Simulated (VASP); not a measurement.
# SnO2 (P4_2/mnm) in VASP: a series of runs, part 2 of 2

VASP 6.6.1. The steps go on from the part before.

## 3. Single point, PBEsol

Contents of INCAR:

```
SYSTEM = SnO2
PREC     = Accurate       ! precision mode
ENCUT    = 520            ! plane-wave cutoff, eV
EDIFF    = 1E-7           ! SCF threshold, eV
ISMEAR   = 0              ! smearing method
SIGMA    = 0.02           ! smearing width, eV
LREAL    = .FALSE.        ! projectors in reciprocal space
LASPH    = .TRUE.         ! aspherical terms in the spheres
NELM     = 80             ! most SCF steps
ALGO     = Normal         ! electronic algorithm
ISIF     = 2              ! what is computed and relaxed
LWAVE    = .FALSE.        ! write WAVECAR
LCHARG   = .TRUE.         ! write CHGCAR
GGA      = PS             ! functional
LELF     = .TRUE.         ! ELF
LVHAR    = .TRUE.       
NBANDS   = 35             ! bands
```

Contents of KPOINTS:

```
Automatic mesh
0
G
  6 6 8
  0 0 0
```

Contents of POSCAR:

```
SnO2
1.0
    4.6928147350      0.0000000000      0.0000000000
    0.0000000000      4.6928147350      0.0000000000
    0.0000000000      0.0000000000      3.3569536550
Sn O
2 4
Direct
    0.5000000000      0.5000000000      0.5000000000
    0.0000000000      0.0000000000      0.0000000000
    0.1923858186      0.8076141814      0.5000000000
    0.8076141814      0.1923858186      0.5000000000
    0.3076141814      0.3076141814      0.0000000000
    0.6923858186      0.6923858186      0.0000000000
```

Potentials or basis: VASP PAW PBE potentials, release 64 (Sn_d, O).

Command:

```sh
$ cat potpaw_PBE.64/Sn_d/POTCAR potpaw_PBE.64/O/POTCAR > POTCAR
$ mpirun -np 1 vasp_std > vasp.out
```

OUTCAR:

```text
SYSTEM = SnO2
   PREC = Accurate
   ENCUT = 520
   EDIFF = 1E-7
   ISMEAR = 0
   LREAL = .FALSE.
   LASPH = .TRUE.
   NELM = 80
   ISIF = 2
   GGA = PS

 ion  position               nearest neighbor table
   1  0.500  0.500  0.500-   3 2.04   4 2.04   5 2.11   6 2.11   5 2.11   6 2.11   2 3.72   2 3.72
                             2 3.72   2 3.72   2 3.72   2 3.72   2 3.72   2 3.72
   2  0.000  0.000  0.000-   5 2.04   6 2.04   3 2.11   4 2.11   3 2.11   4 2.11   1 3.72   1 3.72
                             1 3.72   1 3.72   1 3.72   1 3.72   1 3.72   1 3.72
   3  0.192  0.808  0.500-   1 2.04   2 2.11   2 2.11
   4  0.808  0.192  0.500-   1 2.04   2 2.11   2 2.11
   5  0.308  0.308  0.000-   2 2.04   1 2.11   1 2.11
   6  0.692  0.692  0.000-   2 2.04   1 2.11   1 2.11

  LATTYP: Found a simple tetragonal cell.
 ALAT       =     4.6928147350
 C/A-ratio  =     0.7153390544

  Lattice vectors:

 A1 = (   4.6928147350,   0.0000000000,   0.0000000000)
 A2 = (   0.0000000000,   4.6928147350,   0.0000000000)
 A3 = (   0.0000000000,   0.0000000000,   3.3569536550)

Analysis of symmetry for initial positions (statically):
=====================================================================
 Subroutine PRICEL returns:
 Original cell was already a primitive cell.

 Routine SETGRP: Setting up the symmetry group for a
 simple tetragonal supercell.

 Subroutine GETGRP returns: Found 16 space group operations
 (whereof  8 operations were pure point group operations)
 out of a pool of 16 trial point group operations.

The static configuration has the point symmetry D_2h.
 The point group associated with its full space group is D_4h.

Analysis of symmetry for dynamics (positions and initial velocities):
=====================================================================
 Subroutine PRICEL returns:
 Original cell was already a primitive cell.

[... 137 lines left out ...]
  volume/ion in A,a.u.               =      12.32        83.15
  Fermi-wavevector in a.u.,A,eV,Ry     =   1.455924  2.751296 28.840450  2.119713
  Thomas-Fermi vector in A             =   2.572902
   LORBIT       =      0    0 simple, 1 ext, 2 COOP (PROOUT), +10 PAW based schemes
   GGA     = PS    functional components
   LHFCALC =     F    Hartree Fock is set to
   AEXX    =    0.0000 exact exchange contribution
   IVDW    =     0    specifies the selected vdW correction
   LEPSILON=     F    determine dielectric tensor
   LRPA    =     F    only Hartree local field effects (RPA)
 non-spin polarized calculation
 Gauss-broadening in eV      SIGMA  =   0.02
  energy-cutoff  :      520.00
  volume of cell :       73.93
 maximum number of plane-waves:      2029
 NGX is ok and might be reduce to    36
   NGX = 17   NGY = 17   NGZ = 13

 number of electron      51.9999988 magnetization

 Free energy of the ion-electron system (eV)
  ---------------------------------------------------
  ext. energy  EPLUGINS =         0.00000000
  ---------------------------------------------------
  free energy    TOTEN  =       -39.55444578 eV

  energy without entropy =      -39.55444578  energy(sigma->0) =      -39.55444578

 E-fermi :   5.7847     XC(G=0): -11.3898

 val. band max:        5.6392917439   @ k =   0.0000   0.0000   0.0000
 cond. band min:       6.2554404733   @ k =   0.0000   0.0000   0.0000
 fundamental gap:      0.6161487294
 Fermi energy:         5.7846539682

 k-point     1 :       0.0000    0.0000    0.0000
  band No.  band energies     occupation
      1     -15.2994      2.00000
      2     -14.5035      2.00000
      3     -14.3932      2.00000
      4     -14.3818      2.00000
      5     -14.3659      2.00000
      6     -14.3659      2.00000
[... 901 lines left out ...]
     34      17.8204      0.00000
     35      17.8706      0.00000

 [... further k-points ...]

------------------------ aborting loop because EDIFF is reached ----------------------------------------

  FORCE on cell =-STRESS in cart. coord.  units (eV):
  Direction    XX          YY          ZZ          XY          YZ          ZX
  --------------------------------------------------------------------------------------
  -------------------------------------------------------------------------------------
  Total        0.2435273      0.2435273     -5.1047403      0.0000000      0.0000000      0.0000000
  in kB        5.2777158      5.2777158   -110.6297859      0.0000000      0.0000000      0.0000000
  external PRESSURE =     -33.3581181 kB  Pullay stress =       0.0000000 kB

 VOLUME and BASIS-vectors are now :
 -----------------------------------------------------------------------------
  energy-cutoff  :      520.00
  volume of cell :       73.93
      direct lattice vectors                 reciprocal lattice vectors
     4.692814735  0.000000000  0.000000000     0.213091728  0.000000000  0.000000000
     0.000000000  4.692814735  0.000000000     0.000000000  0.213091728  0.000000000
     0.000000000  0.000000000  3.356953655     0.000000000  0.000000000  0.297889129

 POSITION                                       TOTAL-FORCE (eV/Angst)
 -----------------------------------------------------------------------------------
      2.34641      2.34641      1.67848         0.000000      0.000000      0.000000
      0.00000      0.00000      0.00000         0.000000      0.000000      0.000000
      0.90283      3.78998      1.67848         0.000265     -0.000265     -0.000000
      3.78998      0.90283      1.67848        -0.000265      0.000265      0.000000
      1.44358      1.44358      0.00000        -0.000265     -0.000265     -0.000000
      3.24924      3.24924      0.00000         0.000265      0.000265      0.000000
 -----------------------------------------------------------------------------------
    total drift:                                0.000000      0.000000      0.000000

  FREE ENERGIE OF THE ION-ELECTRON SYSTEM (eV)
  ---------------------------------------------------
  free  energy   TOTEN  =       -39.5544457830 eV

  energy  without entropy=      -39.5544457830  energy(sigma->0) =      -39.55444578
```

OSZICAR:

```text
N       E                     dE             d eps       ncg     rms          rms(c)
DAV:   1     0.627346289526E+03    0.62735E+03   -0.25477E+04  3864   0.228E+03
DAV:   2     0.581650905036E+02   -0.56918E+03   -0.53706E+03  3716   0.608E+02
DAV:   3    -0.397158344939E+02   -0.97881E+02   -0.95356E+02  3875   0.207E+02
DAV:   4    -0.449051036134E+02   -0.51893E+01   -0.51487E+01  4390   0.517E+01
DAV:   5    -0.450382617520E+02   -0.13316E+00   -0.13296E+00  4310   0.876E+00    0.147E+01
DAV:   6    -0.395631204624E+02    0.54751E+01   -0.15030E+01  5458   0.620E+01    0.595E+00
DAV:   7    -0.396144179919E+02   -0.51298E-01   -0.17876E+00  4003   0.739E+00    0.312E+00
DAV:   8    -0.395653037186E+02    0.49114E-01   -0.20153E-01  5138   0.380E+00    0.698E-01
DAV:   9    -0.395538916018E+02    0.11412E-01   -0.33956E-02  5674   0.290E+00    0.121E-01
DAV:  10    -0.395544064239E+02   -0.51482E-03   -0.40192E-03  4558   0.572E-01    0.449E-02
DAV:  11    -0.395544474792E+02   -0.41055E-04   -0.16031E-04  5599   0.117E-01    0.224E-02
DAV:  12    -0.395544485755E+02   -0.10962E-05   -0.11441E-05  5235   0.263E-02    0.143E-02
DAV:  13    -0.395544457428E+02    0.28327E-05   -0.96674E-06  4972   0.353E-02    0.196E-03
DAV:  14    -0.395544457830E+02   -0.40218E-07   -0.69935E-07  3940   0.579E-03
   1 F= -.39554446E+02 E0= -.39554446E+02  d E =-.447987E-27
```

It took 2.3 min on 1 thread of Intel Xeon 8259CL, shared host; peak memory 0.25 GiB.

What came out:

| Property | Result |
| --- | --- |
| Free energy | -39.5544 eV |
| Pressure | -3.3 GPa |
| Band gap on the k mesh | 0.62 eV |

Caveat: the cell stands under tension; the PAW data sets were made with another functional, which shifts forces and pressure a little; spin-orbit coupling is left out, which moves the levels of the heavy elements.

## 4. Single point, PBEsol (uniaxial strain along c: +4.5 %)

Contents of INCAR:

```
  PREC = Accurate
  ENCUT = 520
  EDIFF = 1E-6
  ISMEAR = 0
  SIGMA = 0.02
  LREAL = False
  LASPH = True
  NELM = 60
  ALGO = Normal
  ISIF = 2
  LWAVE = False
  LCHARG = True
  GGA = PS
  LELF = True
  LVHAR = True
  NBANDS = 35
```

Contents of KPOINTS:

```
regular mesh
0
Gamma
  6 6 8
```

Contents of POSCAR:

```
SnO2
1.0
    4.7147951571      0.0000000000      0.0000000000
    0.0000000000      4.7147951571      0.0000000000
    0.0000000000      0.0000000000      3.3569536550
Sn O
2 4
Direct
    0.5000000000      0.5000000000      0.5000000000
    0.0000000000      0.0000000000      0.0000000000
    0.1927864422      0.8072135578      0.5000000000
    0.8072135578      0.1927864422      0.5000000000
    0.3072135578      0.3072135578      0.0000000000
    0.6927864422      0.6927864422      0.0000000000
```

Command:

```sh
$ cat potpaw_PBE.64/Sn_d/POTCAR potpaw_PBE.64/O/POTCAR > POTCAR
$ mpirun -np 1 vasp_std > vasp.out
```

Wall time 2.5 min (1 thread of Intel Xeon 8259CL, shared host); peak memory 0.25 GiB.

Results (log left out):

* Free energy: -39.5537 eV
* Pressure: -4.9 GPa
* Largest force: 0.054 eV/Å
* Band gap on the k mesh: 0.52 eV

Forces on the atoms (eV/Å):
```
Sn   0.000  0.000  0.000
Sn   0.000  0.000  0.000
O   -0.038  0.038  0.000
O    0.038 -0.038  0.000
O    0.038  0.038  0.000
O   -0.038 -0.038  0.000
```

Stress tensor (GPa, compression positive):
```
 -1.25   0.00   0.00
  0.00  -1.25   0.00
  0.00   0.00 -12.33
```

Levels at points of the mesh, in eV from the valence-band top:
```tsv
k point	band 23	band 24	band 25	band 26	band 27	band 28	band 29	band 30
(0.00, 0.00, 0.00)	-1.37	-0.68	-0.68	0.00	0.52	5.17	5.58	5.58
(0.50, 0.00, 0.00)	-1.30	-1.30	-0.57	-0.57	3.87	3.87	6.31	6.31
(0.50, 0.50, 0.00)	-1.46	-1.46	-0.74	-0.74	4.11	4.11	6.85	6.85
(0.00, 0.00, 0.50)	-1.59	-1.59	-1.18	-1.18	5.56	5.56	9.40	9.40
(0.50, 0.00, 0.50)	-0.98	-0.98	-0.62	-0.62	5.90	5.90	7.80	7.80
(0.50, 0.50, 0.50)	-0.87	-0.87	-0.69	-0.69	4.39	4.39	8.53	8.53
```

Caveat: the cell differs from its parent crystal (uniaxial strain along c: +4.5 %); the cell stands under tension; the PAW data sets were made with another functional, which shifts forces and pressure a little; spin-orbit coupling is left out, which moves the levels of the heavy elements.

## 5. Single point, PBEsol

This run uses another cell than the first one, of 12.14 Å³/atom.

Contents of INCAR:

```
ALGO = Normal
EDIFF = 1E-7
ENCUT = 520
GGA = PS
ISIF = 2
ISMEAR = 0
LASPH = True
LCHARG = False
LREAL = False
LWAVE = False
NBANDS = 35
NELM = 80
PREC = Accurate
SIGMA = 0.1
```

Contents of KPOINTS:

```
k-points
0
Gamma
  4 4 6
```

Contents of POSCAR:

```
SnO2
1.0
    4.7648180450      0.0000000000      0.0000000000
    0.0000000000      4.7648180450      0.0000000000
    0.0000000000      0.0000000000      3.2074997700
Sn O
2 4
Direct
    0.5000000000      0.5000000000      0.5000000000
    0.0000000000      0.0000000000      0.0000000000
    0.1940277000      0.8059723000      0.5000000000
    0.8059723000      0.1940277000      0.5000000000
    0.3059723000      0.3059723000      0.0000000000
    0.6940277000      0.6940277000      0.0000000000
```

Command:

```sh
$ cat potpaw_PBE.64/Sn_d/POTCAR potpaw_PBE.64/O/POTCAR > POTCAR
$ mpirun -np 1 vasp_std > vasp.out
```

Wall time 65 s (1 thread of Intel Xeon 8259CL, shared host); peak memory 0.19 GiB.

It converged, with:

| Quantity | Value |
| --- | --- |
| Free energy | -39.6667 eV |
| Pressure | 1.2 GPa |
| Largest force | 0.018 eV/Å |
| Band gap on the k mesh | 0.94 eV |

Forces in eV/Å, atoms in the order of the input:
```
Sn   0.000  0.000  0.000
Sn   0.000  0.000  0.000
O   -0.013  0.013  0.000
O    0.013 -0.013  0.000
O    0.013  0.013  0.000
O   -0.013 -0.013  0.000
```

Stress tensor (GPa, compression positive):
```
1.07 0.00 0.00
0.00 1.07 0.00
0.00 0.00 1.59
```

Levels at points of the mesh, in eV from the valence-band top:
```
           k point  band 23  band 24  band 25  band 26  band 27  band 28  band 29  band 30
(0.00, 0.00, 0.00)    -1.27    -0.78    -0.78     0.00     0.94     5.89     6.05     6.05
(0.50, 0.00, 0.00)    -1.22    -1.22    -0.64    -0.64     4.16     4.16     6.82     6.82
(0.50, 0.50, 0.00)    -1.35    -1.35    -0.90    -0.90     4.57     4.57     7.25     7.25
(0.00, 0.00, 0.50)    -1.65    -1.65    -1.25    -1.25     5.90     5.90     9.45     9.45
(0.50, 0.00, 0.50)    -1.09    -1.09    -0.73    -0.73     6.17     6.17     7.75     7.75
(0.50, 0.50, 0.50)    -0.96    -0.96    -0.83    -0.83     4.56     4.56     8.64     8.64
```

Caveat: the PAW data sets were made with another functional, which shifts forces and pressure a little; spin-orbit coupling is left out, which moves the levels of the heavy elements.

## 6. Single point, PBEsol (biaxial strain in the a-b plane: -4.5 %)

Contents of INCAR:

```
ALGO = Normal ; EDIFF = 1E-6
ENCUT = 520 ; GGA = PS
ISIF = 2 ; ISMEAR = 0
LASPH = True ; LCHARG = False
LREAL = False ; LWAVE = False
NBANDS = 35 ; NELM = 80
PREC = Accurate ; SIGMA = 0.02
```

Contents of KPOINTS:

```
k-points
0
Gamma
  6 6 8
```

Contents of POSCAR:

```
SnO2
1.0
    4.5538603052      0.0000000000      0.0000000000
    0.0000000000      4.5538603052      0.0000000000
    0.0000000000      0.0000000000      3.2991305312
Sn O
2 4
Direct
    0.5000000000      0.5000000000      0.5000000000
    0.0000000000      0.0000000000      0.0000000000
    0.1928403337      0.8071596663      0.5000000000
    0.8071596663      0.1928403337      0.5000000000
    0.3071596663      0.3071596663      0.0000000000
    0.6928403337      0.6928403337      0.0000000000
```

Potentials or basis: VASP PAW PBE potentials, release 64 (Sn_d, O).

Command:

```sh
$ cat potpaw_PBE.64/Sn_d/POTCAR potpaw_PBE.64/O/POTCAR > POTCAR
$ mpirun -np 1 vasp_std > vasp.out
```

It took 2.1 min on 1 thread of Intel Xeon 8259CL, shared host; peak memory 0.24 GiB.

Results (log left out):

```
Free energy            : -39.3450 eV
Pressure               : 13.6 GPa
Largest force          : 0.097 eV/Å
Band gap on the k mesh : 1.50 eV
```

Forces in eV/Å, atoms in the order of the input:
```
Sn   0.000  0.000  0.000
Sn   0.000  0.000  0.000
O   -0.069  0.069  0.000
O    0.069 -0.069  0.000
O    0.069  0.069  0.000
O   -0.069 -0.069  0.000
```

Stress tensor (GPa, compression positive):
```
17.77  0.00  0.00
 0.00 17.77  0.00
 0.00  0.00  5.26
```

Levels at points of the mesh, in eV from the valence-band top:
| k point | band 23 | band 24 | band 25 | band 26 | band 27 | band 28 | band 29 | band 30 |
| --- | --- | --- | --- | --- | --- | --- | --- | --- |
| (0.00, 0.00, 0.00) | -1.34 | -0.72 | -0.72 | 0.00 | 1.50 | 5.75 | 5.91 | 5.91 |
| (0.50, 0.00, 0.00) | -1.29 | -1.29 | -0.59 | -0.59 | 4.78 | 4.78 | 6.70 | 6.70 |
| (0.50, 0.50, 0.00) | -1.46 | -1.46 | -0.76 | -0.76 | 5.01 | 5.01 | 7.43 | 7.43 |
| (0.00, 0.00, 0.50) | -1.81 | -1.81 | -1.28 | -1.28 | 6.56 | 6.56 | 10.04 | 10.04 |
| (0.50, 0.00, 0.50) | -1.09 | -1.09 | -0.45 | -0.45 | 6.97 | 6.97 | 8.61 | 8.61 |
| (0.50, 0.50, 0.50) | -0.92 | -0.92 | -0.73 | -0.73 | 5.34 | 5.34 | 8.96 | 8.96 |

Caveat: the cell differs from its parent crystal (biaxial strain in the a-b plane: -4.5 %); the cell stands under pressure; the PAW data sets were made with another functional, which shifts forces and pressure a little; spin-orbit coupling is left out, which moves the levels of the heavy elements.

## 7. Summary

| cell | k mesh | smearing | gap on the mesh (eV) | pressure (GPa) | largest force (eV/Å) |
| --- | --- | --- | --- | --- | --- |
| a = 4.693, b = 4.693, c = 3.357 Å, 6 atoms | 6 × 6 × 8 | gaussian 0.02 eV | 0.62 | -3.3 | - |
| a = 4.715, b = 4.715, c = 3.357 Å, 6 atoms | 6 × 6 × 8 | gaussian 0.02 eV | 0.52 | -4.9 | 0.05 |
| a = 4.765, b = 4.765, c = 3.207 Å, 6 atoms | 4 × 4 × 6 | gaussian 0.1 eV | 0.94 | 1.2 | 0.02 |
| a = 4.554, b = 4.554, c = 3.299 Å, 6 atoms | 6 × 6 × 8 | gaussian 0.02 eV | 1.50 | 13.6 | 0.10 |

Alike in all rows: task single point; level PBEsol; potentials or basis VASP PAW PBE potentials, release 64 (Sn_d, O); no spin polarisation; cutoff (eV) 520.

Caveats: the PAW data sets were made with another functional, which shifts forces and pressure a little; spin-orbit coupling is left out, which moves the levels of the heavy elements; the cell stands under tension (at least some runs); the cell stands under pressure (at least some runs).

Absolute energies hang on the potentials; compare differences alone.
